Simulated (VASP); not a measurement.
# Ti2SiSe2 (I4/mmm) in VASP: notebook

Ti2SiSe2 is run at these levels: PBE; tasks: single point.

Everything below comes from runs of VASP 6.6.1. Logs are shortened: lines on timing, memory, paths and dates and some standing lists are left out, and cuts for length are marked.

### 1 The cell of the first run

The structure is tetragonal, space group I4/mmm (No. 139). The conventional cell has a = 4.769 Å, b = 4.769 Å, c = 8.361 Å, α = 90.00°, β = 90.00°, γ = 90.00°. Ti (site symmetry -4m2) has 4 Se at 2.51 Å and 4 Si at 3.17 Å and 4 Ti at 3.37 Å within 3.4 Å. Within 3.8 Å of Si (site symmetry 4/mmm) lie 10 Se at 2.86 to 3.62 Å and 8 Ti at 3.17 Å. Within 3.3 Å of Se (site symmetry 4mm) lie 4 Ti at 2.51 Å and 1 Se at 2.64 Å and 1 Si at 2.86 Å.

The cell was built from a structure type or drawn by symmetry, and may not be a known phase.

### 2 Single point, PBE

File INCAR:

```
  PREC = Accurate
  ENCUT = 520
  EDIFF = 1E-6
  ISMEAR = 0
  SIGMA = 0.1
  LREAL = F
  LASPH = T
  NELM = 60
  ALGO = Normal
  ISIF = 2
  LWAVE = F
  LCHARG = F
  GGA = PE
  NBANDS = 28
```

File KPOINTS:

```
Automatic mesh
0
Gamma
  12 12 12
```

File POSCAR:

```
Ti2SiSe2
1.0
   -2.3843828436      2.3843828436      4.1803917585
    2.3843828436     -2.3843828436      4.1803917585
    2.3843828436      2.3843828436     -4.1803917585
Ti Si Se
2 1 2
Direct
    0.7500000000      0.2500000000      0.5000000000
    0.2500000000      0.7500000000      0.5000000000
    0.0000000000      0.0000000000      0.0000000000
    0.6578185632      0.6578185632      0.0000000000
    0.3421814368      0.3421814368      0.0000000000
```

Potentials or basis: VASP PAW PBE potentials, release 64 (Ti_sv, Si, Se).

Started as:

```sh
$ cat potpaw_PBE.64/Ti_sv/POTCAR potpaw_PBE.64/Si/POTCAR potpaw_PBE.64/Se/POTCAR > POTCAR
$ mpirun -np 1 vasp_std > vasp.out
```

OUTCAR:

```text
PREC = Accurate
   ENCUT = 520
   EDIFF = 1E-6
   ISMEAR = 0
   LREAL = F
   LASPH = T
   NELM = 60
   ISIF = 2
   GGA = PE

 ion  position               nearest neighbor table
   1  0.750  0.250  0.500-   5 2.51   4 2.51   5 2.51   4 2.51
   2  0.250  0.750  0.500-   5 2.51   4 2.51   5 2.51   4 2.51
   3  0.000  0.000  0.000-   4 2.86   5 2.86
   4  0.658  0.658  0.000-   2 2.51   1 2.51   1 2.51   2 2.51   5 2.64   3 2.86
   5  0.342  0.342  0.000-   1 2.51   2 2.51   2 2.51   1 2.51   4 2.64   3 2.86

  LATTYP: Found a body centered tetragonal cell.
 ALAT       =     4.7687656872
 C/A-ratio  =     1.7532384825

  Lattice vectors:

 A1 = (  -2.3843828436,   2.3843828436,   4.1803917585)
 A2 = (   2.3843828436,  -2.3843828436,   4.1803917585)
 A3 = (   2.3843828436,   2.3843828436,  -4.1803917585)

Analysis of symmetry for initial positions (statically):
=====================================================================
 Subroutine PRICEL returns:
 Original cell was already a primitive cell.

 Routine SETGRP: Setting up the symmetry group for a
 body centered tetragonal supercell.

 Subroutine GETGRP returns: Found 16 space group operations
 (whereof 16 operations were pure point group operations)
 out of a pool of 16 trial point group operations.

The static configuration has the point symmetry D_4h.

Analysis of symmetry for dynamics (positions and initial velocities):
=====================================================================
 Subroutine PRICEL returns:
 Original cell was already a primitive cell.

 Routine SETGRP: Setting up the symmetry group for a
 body centered tetragonal supercell.

 Subroutine GETGRP returns: Found 16 space group operations
 (whereof 16 operations were pure point group operations)
 out of a pool of 16 trial point group operations.

The dynamic configuration has the point symmetry D_4h.

 Subroutine INISYM returns: Found 16 space group operations
 (whereof 16 operations are pure point group operations),
 and found     1 'primitive' translations

----------------------------------------------------------------------------------------

                                     Primitive cell

  volume of cell :      95.0668

  direct lattice vectors                    reciprocal lattice vectors
    -2.384382844  2.384382844  4.180391758     0.000000000  0.209697869  0.119606015
     2.384382844 -2.384382844  4.180391758     0.209697869  0.000000000  0.119606015
     2.384382844  2.384382844 -4.180391758     0.209697869  0.209697869  0.000000000

  length of vectors
     5.370869422  5.370869422  5.370869422     0.241410014  0.241410014  0.296557570

  position of ions in fractional coordinates (direct lattice)
     0.750000000  0.250000000  0.500000000
     0.250000000  0.750000000  0.500000000
     0.000000000  0.000000000  0.000000000
     0.657818563  0.657818563  0.000000000
     0.342181437  0.342181437  0.000000000

  ion indices of the primitive-cell ions
   primitive index   ion index
                 1           1
                 2           2
                 3           3
                 4           4
                 5           5

----------------------------------------------------------------------------------------

 KPOINTS: Automatic mesh

Automatic generation of k-mesh.
 Grid dimensions read from file:
 generate k-points for:   12   12   12

 Generating k-lattice:

  Cartesian coordinates                     Fractional coordinates (reciprocal lattice)
     0.000000000  0.017474822  0.009967168     0.083333333  0.000000000  0.000000000
     0.017474822  0.000000000  0.009967168     0.000000000  0.083333333  0.000000000
     0.017474822  0.017474822  0.000000000     0.000000000  0.000000000  0.083333333

  Length of vectors
     0.020117501  0.020117501  0.024713131

  Shift w.r.t. Gamma in fractional coordinates (k-lattice)
     0.000000000  0.000000000  0.000000000

 Subroutine IBZKPT returns following result:
 ===========================================

 Found    163 irreducible k-points:

 Following reciprocal coordinates:
            Coordinates               Weight
  0.000000  0.000000  0.000000      1.000000
  0.083333 -0.000000  0.000000      8.000000
  0.166667  0.000000 -0.000000      8.000000
  0.250000  0.000000 -0.000000      8.000000
  0.333333  0.000000  0.000000      8.000000
  0.416667  0.000000 -0.000000      8.000000
[... 16 lines left out ...]
  0.500000  0.166667  0.000000     16.000000
 -0.416667  0.166667  0.000000     16.000000
 [... further k-points ...]
   k-points           NKPTS =    163   k-points in BZ     NKDIM =    163   number of bands    NBANDS=     28
   number of dos      NEDOS =    301   number of ions     NIONS =      5
   total plane-waves  NPLWV =  64000
   dimension x,y,z NGX =    40 NGY =   40 NGZ =   40
   dimension x,y,z NGXF=    80 NGYF=   80 NGZF=   80
   ions per type =               2   1   2
   NGX,Y,Z   is equivalent  to a cutoff of  12.38, 12.38, 12.38 a.u.
   NGXF,Y,Z  is equivalent  to a cutoff of  24.76, 24.76, 24.76 a.u.
 SYSTEM =  unknown system
   PREC   = accura    normal or accurate (medium, high low for compatibility)
   ISTART =      0    job   : 0-new  1-cont  2-samecut
   ICHARG =      2    charge: 1-file 2-atom 10-const
   ISPIN  =      1    spin polarized calculation?
   LNONCOLLINEAR =      F non collinear calculations
   LSORBIT =      F    spin-orbit coupling
   LASPH  =      T    aspherical Exc in radial PAW
   ENCUT  =  520.0 eV  38.22 Ry    6.18 a.u.   9.99  9.99  9.99*2*pi/ulx,y,z
   NELM   =     60;   NELMIN=  2; NELMDL= -5     # of ELM steps
   EDIFF  = 0.1E-05   stopping-criterion for ELM
   LREAL  =      F    real-space projection
   EDIFFG = 0.1E-04   stopping-criterion for IOM
   NSW    =      0    number of steps for IOM
   IBRION =     -1    ionic relax: 0-MD 1-quasi-New 2-CG
   NFREE  =      0    steps in history (QN), initial steepest desc. (CG)
   ISIF   =      2    stress and relaxation
   ISYM   =      2    0-nonsym 1-usesym 2-fastsym
   POTIM  = 0.5000    time-step for ionic-motion
   TEBEG  =    0.0;   TEEND  =   0.0 temperature during run
   PSTRESS=    0.0 pullay stress
   NELECT =      40.0000    total number of electrons
   NUPDOWN=      -1.0000    fix difference up-down
   EMIN   =  10.00;   EMAX   =-10.00  energy-range for DOS
   EFERMI =   0.00;   METHOD = LEGACY
   ISMEAR =     0;   SIGMA  =   0.10  broadening in eV -4-tet -1-fermi 0-gaus
   EFERMI_NEDOS =   21; number of points for ismear=-14 and -15
   IALGO  =     38    algorithm
   IMIX   =      4    mixing-type and parameters
     AMIX     =   0.40;   BMIX     =  1.00
     AMIX_MAG =   1.60;   BMIX_MAG =  1.00
  volume/ion in A,a.u.               =      19.01       128.31
  Fermi-wavevector in a.u.,A,eV,Ry     =   1.226738  2.318199 20.475221  1.504886
  Thomas-Fermi vector in A             =   2.361728
   LORBIT       =      0    0 simple, 1 ext, 2 COOP (PROOUT), +10 PAW based schemes
   GGA     = PE    functional components
   LHFCALC =     F    Hartree Fock is set to
   AEXX    =    0.0000 exact exchange contribution
   IVDW    =     0    specifies the selected vdW correction
   LEPSILON=     F    determine dielectric tensor
   LRPA    =     F    only Hartree local field effects (RPA)
 non-spin polarized calculation
 Gauss-broadening in eV      SIGMA  =   0.10
  energy-cutoff  :      520.00
  volume of cell :       95.07
 maximum number of plane-waves:      2592
   NGX = 19   NGY = 19   NGZ = 19

 number of electron      40.0000000 magnetization

 Free energy of the ion-electron system (eV)
  ---------------------------------------------------
  ext. energy  EPLUGINS =         0.00000000
  ---------------------------------------------------
  free energy    TOTEN  =       -29.87874209 eV

  energy without entropy =      -29.85434258  energy(sigma->0) =      -29.86654233

 E-fermi :   7.2530     XC(G=0): -10.6354

 val. band max:        7.2510118643   @ k =  -0.3333  -0.3333   0.0833
 cond. band min:       7.2562222024   @ k =  -0.2500   0.2500   0.1667
 fundamental gap:      0.0052103381
 Fermi energy:         7.2530479428

 k-point     1 :       0.0000    0.0000    0.0000
  band No.  band energies     occupation
      1     -50.2866      2.00000
      2     -50.2713      2.00000
      3     -26.6247      2.00000
      4     -26.6247      2.00000
      5     -26.5649      2.00000
      6     -26.5495      2.00000
[... 20 lines left out ...]
     27       9.6578      0.00000
     28       9.9382      0.00000

 k-point     2 :       0.0833   -0.0000    0.0000
  band No.  band energies     occupation
      1     -50.2863      2.00000
      2     -50.2715      2.00000
      3     -26.6236      2.00000
      4     -26.6232      2.00000
      5     -26.5647      2.00000
      6     -26.5498      2.00000
[... 20 lines left out ...]
     27       9.5795      0.00000
     28       9.7135      0.00000

 k-point     3 :       0.1667    0.0000   -0.0000
  band No.  band energies     occupation
      1     -50.2855      2.00000
      2     -50.2723      2.00000
      3     -26.6205      2.00000
      4     -26.6189      2.00000
      5     -26.5639      2.00000
      6     -26.5509      2.00000
[... 20 lines left out ...]
     27       9.2859      0.00000
     28       9.8067      0.00000

 k-point     4 :       0.2500    0.0000   -0.0000
  band No.  band energies     occupation
      1     -50.2843      2.00000
      2     -50.2735      2.00000
      3     -26.6151      2.00000
      4     -26.6120      2.00000
      5     -26.5627      2.00000
      6     -26.5550      2.00000
[... 578 lines left out ...]
     27       9.4859      0.00000
     28       9.8059      0.00000

 k-point    23 :       0.5000    0.1667    0.0000
  band No.  band energies     occupation
      1     -50.2789      2.00000
      2     -50.2788      2.00000
      3     -26.6172      2.00000
      4     -26.6166      2.00000
      5     -26.5595      2.00000
      6     -26.5566      2.00000
[... 20 lines left out ...]
     27       9.5640      0.00000
     28       9.8987      0.00000

 k-point    24 :      -0.4167    0.1667    0.0000
  band No.  band energies     occupation
      1     -50.2806      2.00000
      2     -50.2771      2.00000
      3     -26.6250      2.00000
      4     -26.6062      2.00000
      5     -26.5640      2.00000
      6     -26.5574      2.00000
[... 20 lines left out ...]
     27       9.5536      0.00000
     28      10.0205      0.00000

 [... further k-points ...]

------------------------ aborting loop because EDIFF is reached ----------------------------------------

  FORCE on cell =-STRESS in cart. coord.  units (eV):
  Direction    XX          YY          ZZ          XY          YZ          ZX
  --------------------------------------------------------------------------------------
  -------------------------------------------------------------------------------------
  Total        0.0964287      0.0964287     -0.0010659      0.0000000     -0.0000000      0.0000000
  in kB        1.6251290      1.6251290     -0.0179635      0.0000000     -0.0000000      0.0000000
  external PRESSURE =       1.0774315 kB  Pullay stress =       0.0000000 kB

 VOLUME and BASIS-vectors are now :
 -----------------------------------------------------------------------------
  energy-cutoff  :      520.00
  volume of cell :       95.07
      direct lattice vectors                 reciprocal lattice vectors
    -2.384382844  2.384382844  4.180391758     0.000000000  0.209697869  0.119606015
     2.384382844 -2.384382844  4.180391758     0.209697869  0.000000000  0.119606015
     2.384382844  2.384382844 -4.180391758     0.209697869  0.209697869  0.000000000

 POSITION                                       TOTAL-FORCE (eV/Angst)
 -----------------------------------------------------------------------------------
      0.00000      2.38438      2.09020        -0.000000     -0.000000      0.000000
      2.38438      0.00000      2.09020        -0.000000     -0.000000      0.000000
      0.00000      0.00000      0.00000        -0.000000     -0.000000      0.000000
      0.00000      0.00000      5.49988         0.000000      0.000000     -0.021187
      0.00000      0.00000      2.86090        -0.000000     -0.000000      0.021187
 -----------------------------------------------------------------------------------
    total drift:                                0.000000     -0.000000      0.000000

  FREE ENERGIE OF THE ION-ELECTRON SYSTEM (eV)
  ---------------------------------------------------
  free  energy   TOTEN  =       -29.8787420860 eV

  energy  without entropy=      -29.8543425794  energy(sigma->0) =      -29.86654233
```

It took 7.4 min on 1 thread of Oxide Virtual Turin-like, shared host; peak memory 0.51 GiB.

What came out:

```yaml
Free_energy: -29.8787 eV
Pressure: 0.1 GPa
Largest_force: 0.021 eV/Å
Band_gap_on_the_k_mesh: zero (bands 20 and 21 overlap by 0.99 eV)
```

Forces on the atoms (eV/Å):
```
Ti   0.000  0.000  0.000
Ti   0.000  0.000  0.000
Si   0.000  0.000  0.000
Se   0.000  0.000 -0.021
Se   0.000  0.000  0.021
```

### 3 Single point, PBE

File INCAR:

```
SYSTEM = Ti2SiSe2
PREC = Accurate
ENCUT = 520
EDIFF = 1E-7
ISMEAR = 0
SIGMA = 0.1
LREAL = .FALSE.
LASPH = .TRUE.
NELM = 60
ALGO = Normal
ISIF = 2
LWAVE = .FALSE.
LCHARG = .FALSE.
GGA = PE
NBANDS = 28
```

File KPOINTS:

```
regular mesh
0
G
  12 12 12
  0 0 0
```

POSCAR is that of step 2.

Potentials or basis: VASP PAW PBE potentials, release 64 (Ti_sv, Si, Se).

Started as:

```sh
$ cat potpaw_PBE.64/Ti_sv/POTCAR potpaw_PBE.64/Si/POTCAR potpaw_PBE.64/Se/POTCAR > POTCAR
$ mpirun -np 1 vasp_std > vasp.out
```

Wall time 8.4 min (1 thread of Oxide Virtual Turin-like, shared host); peak memory 0.51 GiB.

It converged, with:

| Quantity | Value |
| --- | --- |
| Free energy | -29.8787 eV |
| Pressure | 0.1 GPa |
| Largest force | 0.021 eV/Å |
| Band gap on the k mesh | zero (bands 20 and 21 overlap by 0.99 eV) |

Forces on the atoms (eV/Å):
```
Ti   0.000  0.000  0.000
Ti   0.000  0.000  0.000
Si   0.000  0.000  0.000
Se   0.000  0.000 -0.021
Se   0.000  0.000  0.021
```

Stress tensor (GPa, compression positive):
```
0.19 0.00 0.00
0.00 0.19 0.00
0.00 0.00 0.02
```

Levels at points of the mesh, in eV from the Fermi level:
| k point | band 16 | band 17 | band 18 | band 19 | band 20 | band 21 | band 22 | band 23 | band 24 | band 25 |
| --- | --- | --- | --- | --- | --- | --- | --- | --- | --- | --- |
| (0.00, 0.00, 0.00) | -4.34 | -3.87 | -1.77 | -0.38 | -0.38 | 0.45 | 0.74 | 0.74 | 1.15 | 1.45 |
| (0.50, 0.00, 0.00) | -4.10 | -1.63 | -1.17 | -1.15 | -0.47 | -0.41 | 0.67 | 1.21 | 1.28 | 1.42 |
| (0.50, 0.50, 0.00) | -3.81 | -3.71 | -1.89 | -1.28 | 0.56 | 0.80 | 0.89 | 0.92 | 1.37 | 1.48 |
| (0.50, 0.50, 0.50) | -3.20 | -2.67 | -1.60 | -0.41 | -0.41 | -0.40 | 0.35 | 0.49 | 1.36 | 1.36 |

(Part 1 of 2 ends here.)
